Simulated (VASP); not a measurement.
# LiBe (P2_1/m) in VASP: a series of runs, part 2 of 2

VASP 6.6.1. Earlier steps stand in the parts before.

## 4. Single point, BLYP

INCAR reads:

```
SYSTEM = LiBe
PREC     = Accurate       ! precision mode
ENCUT    = 520            ! plane-wave cutoff, eV
EDIFF    = 1E-6           ! SCF threshold, eV
ISMEAR   = -1             ! smearing method
SIGMA    = 0.05           ! smearing width, eV
LREAL    = .False.        ! projectors in reciprocal space
LASPH    = .True.         ! aspherical terms in the spheres
NELM     = 80             ! most SCF steps
ALGO     = Fast           ! electronic algorithm
ISIF     = 2              ! what is computed and relaxed
LWAVE    = .False.        ! write WAVECAR
LCHARG   = .False.        ! write CHGCAR
GGA      = B5             ! functional
ALDAX    = 1.0          
AGGAX    = 1.0          
AGGAC    = 1.0          
ALDAC    = 0.0          
NBANDS   = 13             ! bands
```

KPOINTS reads:

```
Automatic mesh
0
Gamma
  7 4 3
  0 0 0
```

POSCAR reads:

```
LiBe
1.0
    2.2959861536      0.0000000000      0.0000000000
    0.0000000000      3.6127729800      0.0000000000
   -0.4017425219      0.0000000000      5.5135259934
Be Li
2 2
Direct
    0.2435819200      0.7500000000      0.4238283600
    0.7564180800      0.2500000000      0.5761716400
    0.2631524400      0.7500000000      0.8451422600
    0.7368475600      0.2500000000      0.1548577400
```

Potentials or basis: VASP PAW PBE potentials, release 64 (Be, Li_sv).

The run is started by

```
$ cat potpaw_PBE.64/Be/POTCAR potpaw_PBE.64/Li_sv/POTCAR > POTCAR
$ mpirun -np 1 vasp_std > vasp.out
```

OUTCAR:

```text
SYSTEM = LiBe
   PREC = Accurate
   ENCUT = 520
   EDIFF = 1E-6
   ISMEAR = -1
   LREAL = .False.
   LASPH = .True.
   NELM = 80
   ISIF = 2
   GGA = B5

 ion  position               nearest neighbor table
   1  0.244  0.750  0.424-   2 2.28   2 2.28   2 2.32   2 2.32   3 2.33
   2  0.756  0.250  0.576-   1 2.28   1 2.28   1 2.32   1 2.32   4 2.33
   3  0.263  0.750  0.845-   1 2.33
   4  0.737  0.250  0.155-   2 2.33

  LATTYP: Found a simple monoclinic cell.
 ALAT       =     2.2959861536
[... 589 lines left out ...]
  Direction    XX          YY          ZZ          XY          YZ          ZX
  --------------------------------------------------------------------------------------
  -------------------------------------------------------------------------------------
  Total        0.6140019     -0.2125419     -0.4659391      0.0000000      0.0000000      0.0660723
  in kB       21.5100273     -7.4458759    -16.3230140      0.0000000      0.0000000      2.3146775
  external PRESSURE =      -0.7529542 kB  Pullay stress =       0.0000000 kB

 VOLUME and BASIS-vectors are now :
 -----------------------------------------------------------------------------
  energy-cutoff  :      520.00
  volume of cell :       45.73
      direct lattice vectors                 reciprocal lattice vectors
     2.295986154  0.000000000  0.000000000     0.435542696  0.000000000  0.031735775
     0.000000000  3.612772980  0.000000000     0.000000000  0.276795693  0.000000000
    -0.401742522  0.000000000  5.513525993     0.000000000  0.000000000  0.181372138

 POSITION                                       TOTAL-FORCE (eV/Angst)
 -----------------------------------------------------------------------------------
      0.38899      2.70958      2.33679         0.002838     -0.000000      0.157540
      1.50525      0.90319      3.17674        -0.002838     -0.000000     -0.157540
      0.26466      2.70958      4.65971         0.000615      0.000000     -0.095879
      1.62958      0.90319      0.85381        -0.000615     -0.000000      0.095879
 -----------------------------------------------------------------------------------
    total drift:                                0.000000      0.000000     -0.000000

  FREE ENERGIE OF THE ION-ELECTRON SYSTEM (eV)
  ---------------------------------------------------
  free  energy   TOTEN  =        -8.9105320106 eV

  energy  without entropy=       -8.8948118819  energy(sigma->0) =       -8.90267195
```

stdout:

```text
POSCAR found type information on POSCAR BeLi
 POSCAR found :  2 types and       4 ions
 scaLAPACK will be used
 -----------------------------------------------------------------------------
|                                                                             |
|                                                                             |
|     You enforced a specific xc type in the INCAR file but a different       |
|     I HOPE YOU KNOW WHAT YOU ARE DOING!                                     |
|                                                                             |
 -----------------------------------------------------------------------------

 LDA part: xc-table for (Slater(with rela. corr.)+VWN5), standard interpolation
 POSCAR, INCAR and KPOINTS ok, starting setup
 FFT: planning ... GRIDC
 FFT: planning ... GRID_SOFT
 FFT: planning ... GRID
 WAVECAR not read
 entering main loop
```

It took 36 s on 1 thread of Intel Xeon Platinum 8488C (Sapphire Rapids), shared host; peak memory 0.14 GiB.

Results:

* Free energy: -8.9105 eV
* Largest force: 0.158 eV/Å
* Band gap on the k mesh: zero (bands 5 and 6 overlap by 5.03 eV)

Forces on the atoms (eV/Å):
```
Be   0.003  0.000  0.158
Be  -0.003  0.000 -0.158
Li   0.001  0.000 -0.096
Li  -0.001  0.000  0.096
```

Levels at points of the mesh, in eV from the Fermi level:
```csv
k point,band 3,band 4,band 5,band 6,band 7,band 8
"(0.00, 0.00, 0.00)",-7.38,-2.90,-2.09,-0.65,4.58,5.68
"(0.00, 0.50, 0.00)",-5.31,-5.31,-1.91,-1.91,2.44,2.44
```

Caveat: the k points lie up to 0.43 Å⁻¹ apart, too coarse for converged energies and pressures of a metal; the cutoff is under 1.25 times the usual one of these potentials, so pressure, stress and relaxed cells hold a basis-set (Pulay) error; the PAW data sets were made with another functional, which shifts forces and pressure a little.

## 5. Single point, r2SCAN

POSCAR is that of step 4.

INCAR.step1 reads:

```
ALGO = Normal
EDIFF = 1E-4
ENCUT = 520
GGA = PE
ISMEAR = -1
LASPH = True
LCHARG = False
LREAL = False
LWAVE = True
NBANDS = 13
NELM = 100
PREC = Accurate
SIGMA = 0.05
```

INCAR.step2 reads:

```
ALGO = Normal
EDIFF = 1E-6
ENCUT = 520
ISIF = 2
ISMEAR = -1
ISTART = 1
LASPH = True
LCHARG = False
LMIXTAU = True
LREAL = False
LWAVE = False
METAGGA = R2SCAN
NBANDS = 13
NELM = 100
PREC = Accurate
SIGMA = 0.05
```

KPOINTS reads:

```
k-points
0
Gamma
  7 4 3
```

Potentials or basis: VASP PAW PBE potentials, release 64 (Be, Li_sv).

The run is started by

```
$ cat potpaw_PBE.64/Be/POTCAR potpaw_PBE.64/Li_sv/POTCAR > POTCAR
$ cp INCAR.step1 INCAR
$ mpirun -np 1 vasp_std > vasp.out
$ cp INCAR.step2 INCAR
$ mpirun -np 1 vasp_std > vasp.out
```

OUTCAR:

```text
EDIFF = 1E-6
   ENCUT = 520
   ISIF = 2
   ISMEAR = -1
   ISTART = 1
   LASPH = True
   LREAL = False
   METAGGA = R2SCAN
   NELM = 100
   PREC = Accurate

 ion  position               nearest neighbor table
   1  0.244  0.750  0.424-   2 2.28   2 2.28   2 2.32   2 2.32   3 2.33
   2  0.756  0.250  0.576-   1 2.28   1 2.28   1 2.32   1 2.32   4 2.33
   3  0.263  0.750  0.845-   1 2.33
   4  0.737  0.250  0.155-   2 2.33

  LATTYP: Found a simple monoclinic cell.
 ALAT       =     2.2959861536
 B/A-ratio  =     1.5735168848
 C/A-ratio  =     2.4077423434
 COS(beta)  =    -0.0726722366

  Lattice vectors:

 A1 = (   2.2959861536,   0.0000000000,   0.0000000000)
 A2 = (   0.0000000000,   3.6127729800,   0.0000000000)
 A3 = (  -0.4017425219,   0.0000000000,   5.5135259934)

Analysis of symmetry for initial positions (statically):
=====================================================================
 Subroutine PRICEL returns:
 Original cell was already a primitive cell.

 Routine SETGRP: Setting up the symmetry group for a
 simple monoclinic supercell.

 Subroutine GETGRP returns: Found  4 space group operations
 (whereof  2 operations were pure point group operations)
 out of a pool of  4 trial point group operations.

The static configuration has the point symmetry S_2 .
 The point group associated with its full space group is C_2h.

Analysis of symmetry for dynamics (positions and initial velocities):
=====================================================================
 Subroutine PRICEL returns:
 Original cell was already a primitive cell.

 Routine SETGRP: Setting up the symmetry group for a
 simple monoclinic supercell.

 Subroutine GETGRP returns: Found  4 space group operations
 (whereof  2 operations were pure point group operations)
 out of a pool of  4 trial point group operations.

The dynamic configuration has the point symmetry S_2 .
 The point group associated with its full space group is C_2h.

[... 132 lines left out ...]
   LRPA    =     F    only Hartree local field effects (RPA)
 non-spin polarized calculation
  energy-cutoff  :      520.00
  volume of cell :       45.73
 maximum number of plane-waves:      1244
 NGX is ok and might be reduce to    18
   NGX =  9   NGY = 13   NGZ = 21

 number of electron       9.9999987 magnetization

 Free energy of the ion-electron system (eV)
  ---------------------------------------------------
  ext. energy  EPLUGINS =         0.00000000
  ---------------------------------------------------
  free energy    TOTEN  =       -12.73481055 eV

  energy without entropy =      -12.72014432  energy(sigma->0) =      -12.72747743

 E-fermi :   3.1477     XC(G=0):  -9.4621

 val. band max:        3.1307435605   @ k =  -0.4286   0.0000   0.3333
 cond. band min:       3.1533368219   @ k =   0.0000   0.0000   0.3333
 fundamental gap:      0.0225932614
 Fermi energy:         3.1477334289

 k-point     1 :       0.0000    0.0000    0.0000
  band No.  band energies     occupation
      1     -44.6820      2.00000
      2     -44.6373      2.00000
      3      -4.8841      2.00000
      4      -0.0407      2.00000
      5       0.8735      2.00000
      6       2.5059      1.99999
      7       7.8454      0.00000
      8       9.3347      0.00000
      9       9.6002      0.00000
     10      10.5650      0.00000
     11      14.1378      0.00000
     12      14.8516      0.00000
     13      16.7642      0.00000
[... 354 lines left out ...]
  band No.  band energies     occupation
      1     -44.5649      2.00000
      2     -44.5542      2.00000
      3      -0.2379      2.00000
      4       2.2665      2.00000
      5       3.6965      0.00003
      6       5.4841      0.00000
      7       6.6687      0.00000
      8       7.8902      0.00000
      9       9.3574      0.00000
     10      10.7219      0.00000
     11      12.3152      0.00000
     12      13.1937      0.00000
     13      14.8379      0.00000

 [... further k-points ...]

------------------------ aborting loop because EDIFF is reached ----------------------------------------

  FORCE on cell =-STRESS in cart. coord.  units (eV):
  Direction    XX          YY          ZZ          XY          YZ          ZX
  --------------------------------------------------------------------------------------
  -------------------------------------------------------------------------------------
  Total        0.8200307     -0.0990993     -0.2745107      0.0000000      0.0000000      0.0596369
  in kB       28.7277316     -3.4716987     -9.6167997      0.0000000      0.0000000      2.0892309
  external PRESSURE =       5.2130778 kB  Pullay stress =       0.0000000 kB

 VOLUME and BASIS-vectors are now :
 -----------------------------------------------------------------------------
  energy-cutoff  :      520.00
  volume of cell :       45.73
      direct lattice vectors                 reciprocal lattice vectors
     2.295986154  0.000000000  0.000000000     0.435542696  0.000000000  0.031735775
     0.000000000  3.612772980  0.000000000     0.000000000  0.276795693  0.000000000
    -0.401742522  0.000000000  5.513525993     0.000000000  0.000000000  0.181372138

 POSITION                                       TOTAL-FORCE (eV/Angst)
 -----------------------------------------------------------------------------------
      0.38899      2.70958      2.33679        -0.003139      0.000000      0.063863
      1.50525      0.90319      3.17674         0.003139      0.000000     -0.063863
      0.26466      2.70958      4.65971         0.024498      0.000000     -0.010055
      1.62958      0.90319      0.85381        -0.024498      0.000000      0.010055
 -----------------------------------------------------------------------------------
    total drift:                                0.000000      0.000000     -0.000000

  FREE ENERGIE OF THE ION-ELECTRON SYSTEM (eV)
  ---------------------------------------------------
  free  energy   TOTEN  =       -12.7348105462 eV

  energy  without entropy=      -12.7201443186  energy(sigma->0) =      -12.72747743
```

OUTCAR.step1:

```text
EDIFF = 1E-4
   ENCUT = 520
   GGA = PE
   ISMEAR = -1
   LASPH = True
   LREAL = False
[... 618 lines left out ...]
      1.50525      0.90319      3.17674        -0.000019     -0.000000     -0.073846
      0.26466      2.70958      4.65971         0.001202     -0.000000     -0.038556
      1.62958      0.90319      0.85381        -0.001202      0.000000      0.038556
 -----------------------------------------------------------------------------------
    total drift:                                0.000000      0.000000     -0.000000

  FREE ENERGIE OF THE ION-ELECTRON SYSTEM (eV)
  ---------------------------------------------------
  free  energy   TOTEN  =       -10.6637503847 eV

  energy  without entropy=      -10.6482824616  energy(sigma->0) =      -10.65601642
```

Wall time 76 s (1 thread of Intel Xeon Platinum 8488C (Sapphire Rapids), shared host); peak memory 0.16 GiB.

Results:

```
Free energy            : -12.7348 eV
Largest force          : 0.064 eV/Å
Band gap on the k mesh : zero (bands 5 and 6 overlap by 5.46 eV)
```

Forces on the atoms (eV/Å):
```
Be  -0.003  0.000  0.064
Be   0.003  0.000 -0.064
Li   0.024  0.000 -0.010
Li  -0.024  0.000  0.010
```

Caveat: the k points lie up to 0.43 Å⁻¹ apart, too coarse for converged energies and pressures of a metal; the cutoff is under 1.25 times the usual one of these potentials, so pressure, stress and relaxed cells hold a basis-set (Pulay) error; the PAW data sets were made with another functional, which shifts forces and pressure a little.

## 6. Summary

```csv
level,potentials or basis,gap on the mesh (eV),largest force (eV/Å)
LDA,"VASP PAW LDA potentials, release 64 (Be, Li_sv)",none,0.14
revPBE,"VASP PAW PBE potentials, release 64 (Be, Li_sv)",none,0.04
BLYP,"VASP PAW PBE potentials, release 64 (Be, Li_sv)",none,0.16
r2SCAN,"VASP PAW PBE potentials, release 64 (Be, Li_sv)",none,0.06
```

Alike in all rows: task single point; no spin polarisation; cell as given; k mesh 7 × 4 × 3; cutoff (eV) 520; smearing fermi-dirac 0.05 eV.

Caveats: all runs use coarse meshes; the cutoff is under 1.25 times the usual one of these potentials, so pressure, stress and relaxed cells hold a basis-set (Pulay) error; the PAW data sets were made with another functional, which shifts forces and pressure a little (at least some runs).

Absolute energies hang on the potentials; compare differences alone.
